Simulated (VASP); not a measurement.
Wanted: the native input for a VASP 6.6.1 run.

| Item | Value |
| --- | --- |
| Task | single point |
| Functional | PBEsol |
| Potentials or basis | VASP PAW PBE potentials, release 64 (Pt) |
| Cutoff | 520 eV |
| k mesh | 13 × 13 × 13 |
| Occupations | methfessel-paxton, width 0.01 eV |
| Spin | no spin polarisation |
| Dipole correction | no |
| Further INCAR settings | ALGO = Normal; EDIFF = 1e-07; NBANDS = 11 |

The structure of Pt lies in POSCAR:

```
Pt
1.0
   -1.5407946703      1.5407946703      1.5407946703
    1.5407946703     -1.5407946703      1.5407946703
    1.5407946703      1.5407946703     -1.5407946703
Pt
1
Direct
    0.0000000000      0.0000000000      0.0000000000
```

The input as run:

INCAR

```
SYSTEM = Pt
PREC = Accurate ; ENCUT = 520
EDIFF = 1E-7 ; ISMEAR = 1
SIGMA = 0.01 ; LREAL = .False.
LASPH = .True. ; NELM = 80
ALGO = Normal ; ISIF = 2
LWAVE = .False. ; LCHARG = .True.
GGA = PS ; LELF = .True.
LVHAR = .True. ; NBANDS = 11
```

KPOINTS

```
Automatic mesh
0
Gamma
  13 13 13
  0 0 0
```

Potentials or basis: VASP PAW PBE potentials, release 64 (Pt).

Launch:

```sh
$ cat potpaw_PBE.64/Pt/POTCAR > POTCAR
$ mpirun -np 1 vasp_std > vasp.out
```

Results of the run:

The pressure is 11.4 GPa. The band gap on the k mesh is zero (band 5 reaches 12.51 eV, above the bottom of band 6 at 10.15 eV).

Caveat: the PAW data sets were made with another functional, which shifts forces and pressure a little; spin-orbit coupling is left out, which moves the levels of the heavy elements.

Wall time 11 s on 1 thread of Intel(R) Xeon(R) Platinum 8375C CPU @ 2.90GHz (Ice Lake), with other jobs on the host, peak memory 0.13 GiB.
